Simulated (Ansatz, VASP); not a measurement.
Sb2Se3: VASP beside Ansatz

File INCAR:

```
PREC = Accurate ; ENCUT = 520
EDIFF = 1E-8 ; ISMEAR = -1
SIGMA = 0.03 ; LREAL = False
LASPH = True ; NELM = 80
ALGO = Normal ; ISIF = 2
LWAVE = False ; LCHARG = False
GGA = PE ; LEFG = True
NBANDS = 22
```

Contents of KPOINTS:

```
regular mesh
0
Gamma
  8 8 5
```

File POSCAR:

```
Sb2Se3
1.0
    4.0694543721      0.0000000000      0.0000000000
   -2.0347271860      3.5242508658      0.0000000000
    0.0000000000      0.0000000000     10.5348044482
Sb Se
2 3
Direct
    0.3333333333      0.6666666667      0.1799456836
    0.6666666667      0.3333333333      0.8200543164
    0.0000000000      0.0000000000      0.0000000000
    0.3333333333      0.6666666667      0.6726280850
    0.6666666667      0.3333333333      0.3273719150
```

Input for Ansatz:

```yaml
crystal:
  lattice:
    - [4.0694543721, 0.0, 0.0]
    - [-2.034727186, 3.5242508658, 0.0]
    - [0.0, 0.0, 10.5348044482]
  atoms:
    - { symbol: Sb, position: [0.3333333333, 0.6666666667, 0.1799456836] }
    - { symbol: Sb, position: [0.6666666667, 0.3333333333, 0.8200543164] }
    - { symbol: Se, position: [0.0, 0.0, 0.0] }
    - { symbol: Se, position: [0.3333333333, 0.6666666667, 0.672628085] }
    - { symbol: Se, position: [0.6666666667, 0.3333333333, 0.327371915] }
kpoints:
  mp_grid: { grid: [8, 8, 5] }
  band_path:
    path:
      - [0.0, 0.0, 0.0]
      - [0.5, 0.0, 0.0]
      - [0.3333333333, 0.3333333333, 0.0]
      - [0.0, 0.0, 0.0]
      - [0.0, 0.0, 0.5]
      - [0.5, 0.0, 0.5]
      - [0.3333333333, 0.3333333333, 0.5]
      - [0.0, 0.0, 0.5]
      - [0.5, 0.0, 0.5]
    npoints: 8
scf:
  occupations: { method: fermi_dirac, width: 0.03 }
hamiltonian:
  xc: pbe
  pseudopotentials: { kind: all_electron, datasets: crystal }
output:
  forces: true
  stress: true
  eigenvalues: true
  efg: { contact_densities: true }
```

Alike in both runs: task electric field gradients; functional PBE; k mesh 8 × 8 × 5; occupations fermi-dirac, width 0.03 eV; no spin polarisation.

```csv
,VASP,Ansatz
version,VASP 6.6.1,Ansatz 0.2.0
potentials or method,"VASP PAW PBE potentials, release 64 (Sb, Se), cutoff 520 eV","all-electron PAW with datasets made for the crystal, scalar-relativistic"
```

|  | VASP | Ansatz | Ansatz less VASP |
| --- | --- | --- | --- |
| pressure (GPa) | 0.0 | 0.0 | +0.04 |
| rms of the force components (eV/Å) | 0.010 | 0.000 | -0.0092 |
| size of Vzz on the site where it differs most (V/Å²) | 91.9 | 95.5 | +3.63 |

Atom by atom the forces differ by 0.009 eV/Å (rms over components). Ansatz ran all-electron here, and VASP with PAW potentials.

Neither program's run includes spin-orbit coupling.
